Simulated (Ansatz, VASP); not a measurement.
## One calculation of Al3BP2, two programs

```
Al B P
1.0
     4.57274    0.00000    0.00000
     0.00000    4.57274    0.00000
     0.00000    0.00000    7.75736
Al B P
3 1 2
Direct
  0.00000 0.00000 0.17651
  0.00000 0.00000 0.82349
  0.00000 0.00000 0.50000
  0.50000 0.50000 0.50000
  0.00000 0.50000 0.50000
  0.50000 0.00000 0.50000
```

Alike in both runs: task relaxation of cell and atoms; functional PBE; k mesh 8 × 8 × 6; occupations gaussian, width 0.1 eV; no spin polarisation.

|  | VASP | Ansatz |
| --- | --- | --- |
| version | VASP 6.6.1 | Ansatz 0.2.0 |
| potentials or method | VASP PAW PBE potentials, release 64 (Al, B, P), cutoff 600 eV | scalar-relativistic, plane waves, PAW |
| valence electrons in the cell | 22 | 22 |

```csv
,VASP,Ansatz,Ansatz less VASP
"gap on the k mesh at the Fermi level, each at its own relaxed structure (eV)",none,none,-
relaxed volume (Å³/atom),27.16,27.16,0.000
relaxed cell length with the largest relative difference (Å),7.819,7.815,-0.0037
```

A gap of «none» marks a metal or a gap that the smearing closes.
